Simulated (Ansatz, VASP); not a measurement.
# Ni: VASP beside Ansatz

The input INCAR:

```
SYSTEM = Ni
ALGO = Fast
EDIFF = 1E-6
ENCUT = 520
GGA = PE
ISIF = 2
ISMEAR = 0
LASPH = .TRUE.
LCHARG = .FALSE.
LREAL = .FALSE.
LWAVE = .FALSE.
NBANDS = 11
NELM = 60
PREC = Accurate
SIGMA = 0.05
```

File KPOINTS:

```
k-points
0
G
  22 22 22
  0 0 0
```

Contents of POSCAR:

```
Ni
1.0
    0.0000000000      1.7593096198      1.7593096198
    1.7593096198      0.0000000000      1.7593096198
    1.7593096198      1.7593096198      0.0000000000
Ni
1
Direct
    0.0000000000      0.0000000000      0.0000000000
```

Input for Ansatz:

```yaml
crystal:
  lattice:
    - [0.0, 1.7593096198, 1.7593096198]
    - [1.7593096198, 0.0, 1.7593096198]
    - [1.7593096198, 1.7593096198, 0.0]
  atoms:
    - { symbol: Ni, position: [0.0, 0.0, 0.0] }
basis:
  ecutwfc: 420
  ecutrho_ratio: 4
kpoints:
  mp_grid: { grid: [22, 22, 22] }
hamiltonian:
  xc: pbe
scf:
  occupations: { method: gaussian, width: 0.05 }
output:
  forces: true
  stress: true
  eigenvalues: true
```

Alike in both runs: task single point; functional PBE; k mesh 22 × 22 × 22; occupations gaussian, width 0.05 eV; no spin polarisation.

```csv
,VASP,Ansatz
version,VASP 6.6.1,Ansatz 0.2.0
potentials or method,"VASP PAW PBE potentials, release 64 (Ni), cutoff 520 eV","scalar-relativistic, plane waves, PAW"
valence electrons in the cell,10,18
```

|  | VASP | Ansatz | Ansatz less VASP |
| --- | --- | --- | --- |
| gap on the k mesh at the Fermi level (eV) | none | none | - |
| pressure (GPa) | -1.1 | -1.3 | -0.26 |

A gap of «none» marks a metal or a gap that the smearing closes. VASP's potentials hold 10 valence electrons a cell and Ansatz's 18, so a difference there can come from the potentials and not from the codes.
